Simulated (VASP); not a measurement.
GaN: single point with r2SCAN

The system is GaN.

```
Ga N
1.0
     3.11943    0.00000    0.00000
    -1.55972    2.77043    0.00000
     0.00000    0.00000    5.20950
Ga N
2 2
Direct
  0.66667 0.33333 0.49911
  0.33333 0.66667 0.99911
  0.66667 0.33333 0.87589
  0.33333 0.66667 0.37589
```

This cell differs from its parent crystal: uniaxial strain along a: -2.0 %.

- Program: VASP 6.6.1
- Task: single point
- Functional: r2SCAN
- Potentials or basis: VASP PAW PBE potentials, release 64 (Ga_d, N)
- Cutoff: 520 eV
- k mesh: 12 × 12 × 6
- Occupations: gaussian, width 0.02 eV
- Spin: no spin polarisation
- Dipole correction: no
- Further INCAR settings: ALGO = Normal; EDIFF = 1e-06; NBANDS = 26

* Pressure: 3.3 GPa
* Largest force: 0.302 eV/Å
* Band gap on the k mesh: 2.31 eV

Forces in eV/Å, atoms in the order of the input:
```
Ga   0.000 -0.222  0.153
Ga   0.000  0.222  0.153
N    0.000 -0.261 -0.153
N    0.000  0.261 -0.153
```

Stress tensor (GPa, compression positive):
```
 9.34  0.00  0.00
 0.00  0.86  0.00
 0.00  0.00 -0.26
```

Levels at points of the mesh, in eV from the valence-band top:
```
           k point  band 14  band 15  band 16  band 17  band 18  band 19  band 20  band 21  band 22  band 23
(0.00, 0.00, 0.00)    -1.16    -1.03    -0.14    -0.12     0.00     2.31     4.91     9.84    10.53    10.91
(0.50, 0.00, 0.00)    -5.56    -4.36    -2.98    -2.33    -1.20     5.47     6.00     6.46     9.37    10.93
(0.00, 0.50, 0.00)    -5.56    -4.49    -2.72    -2.33    -1.00     5.94     6.27     6.36     9.20    11.05
(0.00, 0.00, 0.50)    -4.08    -0.65    -0.65    -0.53    -0.53     4.79     4.79     9.09     9.09    11.03
(0.50, 0.00, 0.50)    -6.83    -2.17    -2.17    -2.06    -2.06     4.78     4.78     8.34     8.34    10.75
(0.00, 0.50, 0.50)    -6.89    -2.12    -2.12    -1.93    -1.93     4.91     4.91     8.49     8.49    10.71
```

Run time: 17 min on 1 thread of AMD EPYC 7R43 64-Core Processor (Zen 3), on a shared host, peak memory 0.25 GiB.

Caveat: the cell differs from its parent crystal (uniaxial strain along a: -2.0 %); the stress differs along the axes, from -0 to 9 GPa; the PAW data sets were made with another functional, which shifts forces and pressure a little.
